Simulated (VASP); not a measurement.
Runs of VASP 6.6.1 on Ge2Sb2Te. The structure is that of space group P6/mmm (No. 191), or close to it. The cells are those of the table. The cell was generated, and may not be a known phase.

| task | cell | k mesh | cutoff (eV) | gap on the mesh (eV) | pressure (GPa) | relaxed volume (Å³/atom) |
| --- | --- | --- | --- | --- | --- | --- |
| relaxation of cell and atoms | relaxed from a = 5.170, b = 5.170, c = 6.114 Å, angles 90.0, 90.0, 120.0°, 5 atoms | 6 × 6 × 4 | 600 | none | 0.1 | 28.10 |
| single point | a = 5.240, b = 5.240, c = 5.854 Å, angles 90.0, 90.0, 120.0°, 5 atoms | 12 × 12 × 6 | 520 | none | 0.0 | - |
| single point | a = 5.170, b = 5.170, c = 6.114 Å, angles 90.0, 90.0, 120.0°, 5 atoms | 6 × 6 × 2 | 520 | none | 0.0 | - |
| relaxation of cell and atoms | relaxed from a = 4.588, b = 4.588, c = 8.088 Å, angles 90.0, 90.0, 120.0°, 5 atoms | 6 × 6 × 2 | 600 | none | 0.2 | (a) |
| single point | a = 4.588, b = 4.588, c = 8.088 Å, angles 90.0, 90.0, 120.0°, 5 atoms | 6 × 6 × 2 | 520 | none | 17.1 | - |
| single point | a = 5.249, b = 5.249, c = 5.939 Å, angles 90.0, 90.0, 120.0°, 5 atoms | 6 × 6 × 4 | 520 | none | -0.3 | - |

Alike in all rows: level PBE; potentials or basis VASP PAW PBE potentials, release 64 (Ge_d, Sb, Te); no spin polarisation; smearing gaussian 0.1 eV.

Fill in the values left out.

(a) 28.20.

Caveats: some runs use coarse meshes; spin-orbit coupling is left out, which moves the levels of the heavy elements; a cell axis changed by over 15 % at a fixed basis, so the end point is rough (at least some runs).

A k mesh can miss the band edges, and the runs leave out spin-orbit coupling on Ge, Sb, Te.

A gap of «none» marks levels without a gap at the run's occupations.
